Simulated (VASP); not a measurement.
# SiO2 (P6_422) in VASP: notebook, part 2 of 2

VASP 6.6.1. Earlier steps stand in the parts before.

## 4. Relaxation of cell and atoms, PBE

INCAR

```
  ALGO = Normal
  EDIFF = 1E-6
  EDIFFG = -0.01
  ENCUT = 600
  GGA = PE
  IBRION = 2
  ISIF = 3
  ISMEAR = 0
  LASPH = T
  LCHARG = F
  LREAL = F
  LWAVE = F
  NELM = 60
  NSW = 80
  PREC = Accurate
  SIGMA = 0.02
```

KPOINTS

```
k-points
0
Gamma
  1 1 1
```

POSCAR

```
SiO2
1.0
    5.0605222284      0.0000000000      0.0000000000
   -2.5302611142      4.3825408062      0.0000000000
    0.0000000000      0.0000000000      5.5413533100
Si O
3 6
Direct
    0.0000000000      0.5000000000      0.3333333333
    0.5000000000      0.5000000000      0.6666666667
    0.5000000000      0.0000000000      0.0000000000
    0.5827892600      0.7913946300      0.8333333333
    0.7913946300      0.5827892600      0.5000000000
    0.7913946300      0.2086053700      0.1666666667
    0.4172107400      0.2086053700      0.8333333333
    0.2086053700      0.4172107400      0.5000000000
    0.2086053700      0.7913946300      0.1666666667
```

Launch:

```console
$ cat potpaw_PBE.64/Si/POTCAR potpaw_PBE.64/O/POTCAR > POTCAR
$ mpirun -np 1 vasp_gam > vasp.out
```

It took 2.5 min on 1 thread of AMD EPYC 7R13, shared host; peak memory 0.21 GiB.

The run converged. Its results:

- Free energy: -70.3364 eV
- Relaxed volume: 13.60 Å³/atom
- Relaxed cell: a = 5.080 Å, b = 5.080 Å, c = 5.477 Å, α = 90.00°, β = 90.00°, γ = 120.00°
- Space group after relaxing (to 0.05 Å): P6_422 (No. 181)
- Energy gained by relaxing: 23.1 meV/atom
- Ionic steps: 13
- Pressure after relaxing: 0.0 GPa
- Band gap on the k mesh: 5.67 eV

Step by step:
```csv
step,energy change (eV),largest force (eV/Å),pressure (GPa),volume (Å³)
1,0.0000,0.8708,4.08,122.90
2,-0.0595,0.0320,-6.87,129.18
3,-0.1187,0.3322,-2.71,126.53
4,-0.1917,0.1349,-1.26,124.27
5,-0.2039,0.0073,-0.37,122.93
6,-0.2039,0.0004,-0.32,122.86
7,-0.2053,0.0498,0.42,122.38
8,-0.2053,0.0481,0.39,122.40
9,-0.2065,0.0426,0.24,122.47
10,-0.2076,0.0333,-0.02,122.59
11,-0.2076,0.0316,-0.07,122.62
12,-0.2079,0.0210,-0.05,122.54
13,-0.2080,0.0007,0.00,122.40
```

Final structure:
```cif
data_structure
_symmetry_space_group_name_H-M 'P 1'
_symmetry_Int_Tables_number 1
_cell_length_a 5.0798
_cell_length_b 5.0798
_cell_length_c 5.4769
_cell_angle_alpha 90.000
_cell_angle_beta 90.000
_cell_angle_gamma 120.000
_cell_volume 122.40
loop_
_atom_site_label
_atom_site_type_symbol
_atom_site_fract_x
_atom_site_fract_y
_atom_site_fract_z
_atom_site_occupancy
Si1 Si 0.00000 0.50000 0.33333 1
Si2 Si 0.50000 0.50000 0.66667 1
Si3 Si 0.50000 0.00000 0.00000 1
O1 O 0.59962 0.79981 0.83333 1
O2 O 0.79981 0.59962 0.50000 1
O3 O 0.79981 0.20019 0.16667 1
O4 O 0.40038 0.20019 0.83333 1
O5 O 0.20019 0.40038 0.50000 1
O6 O 0.20019 0.79981 0.16667 1
```

Levels at points of the mesh, in eV from the valence-band top:
```csv
k point,band 22,band 23,band 24,band 25,band 26,band 27
"(0.00, 0.00, 0.00)",-0.31,-0.31,0.00,5.67,8.97,8.97
```

Caveat: the k points lie up to 1.43 Å⁻¹ apart in the final cell. A hybrid or GW would open this gap; PBE tends to underestimate it.

## 5. Single point, PBE

This run uses another cell than the first one, of 13.98 Å³/atom, 1.024 times its volume.

INCAR

```
SYSTEM = SiO2
ALGO = Normal
EDIFF = 1E-6
ENCUT = 520
GGA = PE
ISIF = 2
ISMEAR = 0
LASPH = .True.
LCHARG = .False.
LREAL = .False.
LWAVE = .False.
NBANDS = 34
NELM = 80
PREC = Accurate
SIGMA = 0.02
```

KPOINTS

```
k-points
0
Gamma
  3 3 1
  0 0 0
```

POSCAR

```
SiO2
1.0
    5.1099296046      0.0000000000      0.0000000000
   -2.5549648023      4.4253288491      0.0000000000
    0.0000000000      0.0000000000      5.5642979630
Si O
3 6
Direct
    0.0000000000      0.5000000000      0.3333333333
    0.5000000000      0.5000000000      0.6666666667
    0.5000000000      0.0000000000      0.0000000000
    0.5847199595      0.7923599797      0.8333333333
    0.7923599797      0.5847199595      0.5000000000
    0.7923599797      0.2076400203      0.1666666667
    0.4152800405      0.2076400203      0.8333333333
    0.2076400203      0.4152800405      0.5000000000
    0.2076400203      0.7923599797      0.1666666667
```

Launch:

```console
$ cat potpaw_PBE.64/Si/POTCAR potpaw_PBE.64/O/POTCAR > POTCAR
$ mpirun -np 1 vasp_std > vasp.out
```

Run time: 37 s. Hardware: 1 thread of AMD EPYC 7R13, shared host; peak memory 0.19 GiB.

It converged, with:

| Property | Result |
| --- | --- |
| Free energy | -71.1776 eV |
| Pressure | 0.1 GPa |
| Largest force | 0.012 eV/Å |
| Band gap on the k mesh | 5.62 eV, indirect (least direct gap 5.75 eV) |

Forces on the atoms (eV/Å):
```
Si   0.000  0.000  0.000
Si   0.000  0.000  0.000
Si   0.000  0.000  0.000
O   -0.010 -0.006  0.000
O    0.000 -0.012  0.000
O   -0.010  0.006  0.000
O    0.010  0.006  0.000
O    0.000  0.012  0.000
O    0.010 -0.006  0.000
```

Levels at points of the mesh, in eV from the valence-band top:
```tsv
k point	band 22	band 23	band 24	band 25	band 26	band 27
(0.00, 0.00, 0.00)	-0.39	-0.39	-0.13	5.62	8.91	8.91
```

Caveat: the k points lie up to 1.13 Å⁻¹ apart. As with any semilocal functional, this PBE gap is likely too small.

## 6. Single point, PBE

This run uses another cell than the first one, of 14.01 Å³/atom, 1.026 times its volume.

INCAR

```
ALGO     = Normal         # electronic algorithm
EDIFF    = 1E-7           # SCF threshold, eV
ENCUT    = 520            # plane-wave cutoff, eV
GGA      = PE             # functional
ISIF     = 2              # what is computed and relaxed
ISMEAR   = 0              # smearing method
LASPH    = True           # aspherical terms in the spheres
LCHARG   = False          # write CHGCAR
LREAL    = False          # projectors in reciprocal space
LWAVE    = False          # write WAVECAR
NBANDS   = 34             # bands
NELM     = 80             # most SCF steps
PREC     = Accurate       # precision mode
SIGMA    = 0.02           # smearing width, eV
```

KPOINTS

```
k-points
0
Gamma
  3 3 2
```

POSCAR

```
SiO2
1.0
    5.1053432035      0.0000000000      0.0000000000
   -2.5526716018      4.4213569093      0.0000000000
    0.0000000000      0.0000000000      5.5851791059
Si O
3 6
Direct
    0.0000000000      0.5000000000      0.3333333333
    0.5000000000      0.5000000000      0.6666666667
    0.5000000000      0.0000000000      0.0000000000
    0.5839604472      0.7919802236      0.8333333333
    0.7919802236      0.5839604472      0.5000000000
    0.7919802236      0.2080197764      0.1666666667
    0.4160395528      0.2080197764      0.8333333333
    0.2080197764      0.4160395528      0.5000000000
    0.2080197764      0.7919802236      0.1666666667
```

Potentials or basis: VASP PAW PBE potentials, release 64 (Si, O).

Launch:

```console
$ cat potpaw_PBE.64/Si/POTCAR potpaw_PBE.64/O/POTCAR > POTCAR
$ mpirun -np 1 vasp_std > vasp.out
```

OUTCAR:

```text
EDIFF = 1E-7
   ENCUT = 520
   GGA = PE
   ISIF = 2
   ISMEAR = 0
   LASPH = True
   LREAL = False
   NELM = 80
   PREC = Accurate

 ion  position               nearest neighbor table
   1  0.000  0.500  0.333-   6 1.62   9 1.62   8 1.62   5 1.62
   2  0.500  0.500  0.667-   4 1.62   7 1.62   5 1.62   8 1.62
   3  0.500  0.000  0.000-   6 1.62   9 1.62   7 1.62   4 1.62
   4  0.584  0.792  0.833-   2 1.62   3 1.62
   5  0.792  0.584  0.500-   2 1.62   1 1.62
   6  0.792  0.208  0.167-   1 1.62   3 1.62
   7  0.416  0.208  0.833-   2 1.62   3 1.62
[... 420 lines left out ...]
  Total        0.0540799      0.0540799      0.0951462     -0.0000000      0.0000000      0.0000000
  in kB        0.6872721      0.6872721      1.2091611     -0.0000000      0.0000000      0.0000000
  external PRESSURE =       0.8612351 kB  Pullay stress =       0.0000000 kB

 VOLUME and BASIS-vectors are now :
 -----------------------------------------------------------------------------
  energy-cutoff  :      520.00
  volume of cell :      126.07
      direct lattice vectors                 reciprocal lattice vectors
     5.105343204  0.000000000  0.000000000     0.195873218  0.113087455  0.000000000
    -2.552671602  4.421356909  0.000000000     0.000000000  0.226174910  0.000000000
     0.000000000  0.000000000  5.585179106     0.000000000  0.000000000  0.179045288

 POSITION                                       TOTAL-FORCE (eV/Angst)
 -----------------------------------------------------------------------------------
     -1.27634      2.21068      1.86173        -0.000000     -0.000000      0.000000
      1.27634      2.21068      3.72345        -0.000000     -0.000000      0.000000
      2.55267      0.00000      0.00000        -0.000000     -0.000000     -0.000000
      0.95965      3.50163      4.65432        -0.010826     -0.006250      0.000000
      2.55267      2.58190      2.79259         0.000000     -0.012500     -0.000000
      3.51232      0.91973      0.93086        -0.010826      0.006250     -0.000000
      1.59302      0.91973      4.65432         0.010826      0.006250     -0.000000
     -0.00000      1.83946      2.79259        -0.000000      0.012500      0.000000
     -0.95965      3.50163      0.93086         0.010826     -0.006250     -0.000000
 -----------------------------------------------------------------------------------
    total drift:                                0.000000     -0.000000     -0.000001

  FREE ENERGIE OF THE ION-ELECTRON SYSTEM (eV)
  ---------------------------------------------------
  free  energy   TOTEN  =       -71.1258054642 eV

  energy  without entropy=      -71.1258054642  energy(sigma->0) =      -71.12580546
```

It took 77 s on 1 thread of AMD EPYC 7R13, shared host; peak memory 0.2 GiB.

Results:

* Free energy: -71.1258 eV
* Pressure: 0.1 GPa
* Largest force: 0.013 eV/Å
* Band gap on the k mesh: 5.55 eV, indirect (least direct gap 5.73 eV)

Forces in eV/Å, atoms in the order of the input:
```
Si   0.000  0.000  0.000
Si   0.000  0.000  0.000
Si   0.000  0.000  0.000
O   -0.011 -0.006  0.000
O    0.000 -0.013  0.000
O   -0.011  0.006  0.000
O    0.011  0.006  0.000
O    0.000  0.013  0.000
O    0.011 -0.006  0.000
```

Levels at points of the mesh, in eV from the valence-band top:
| k point | band 22 | band 23 | band 24 | band 25 | band 26 | band 27 |
| --- | --- | --- | --- | --- | --- | --- |
| (0.00, 0.00, 0.00) | -0.44 | -0.44 | -0.18 | 5.55 | 8.85 | 8.85 |
| (0.00, 0.00, 0.50) | -0.28 | 0.00 | 0.00 | 7.38 | 7.38 | 8.41 |

Caveat: the k points lie up to 0.56 Å⁻¹ apart.

## 7. Overview

```tsv
task	cell	k mesh	cutoff (eV)	gap on the mesh (eV)	pressure (GPa)	largest force (eV/Å)
single point	a = 5.061, b = 5.061, c = 5.541 Å, angles 90.0, 90.0, 120.0°, 9 atoms	6 × 6 × 6	520	5.72	5.1	0.24
single point	a = 5.080, b = 5.080, c = 5.477 Å, angles 90.0, 90.0, 120.0°, 9 atoms	1 × 1 × 1	520	5.67	0.1	0.02
relaxation of cell and atoms	relaxed from a = 5.061, b = 5.061, c = 5.541 Å, angles 90.0, 90.0, 120.0°, 9 atoms	1 × 1 × 1	600	5.67	0.0	-
single point	a = 5.110, b = 5.110, c = 5.564 Å, angles 90.0, 90.0, 120.0°, 9 atoms	3 × 3 × 1	520	5.62	0.1	0.01
single point	a = 5.105, b = 5.105, c = 5.585 Å, angles 90.0, 90.0, 120.0°, 9 atoms	3 × 3 × 2	520	5.55	0.1	0.01
```

Alike in all rows: level PBE; potentials or basis VASP PAW PBE potentials, release 64 (Si, O); no spin polarisation; smearing gaussian 0.02 eV.

Caveats: some runs use coarse meshes.

Absolute energies hang on the potentials; compare differences alone.
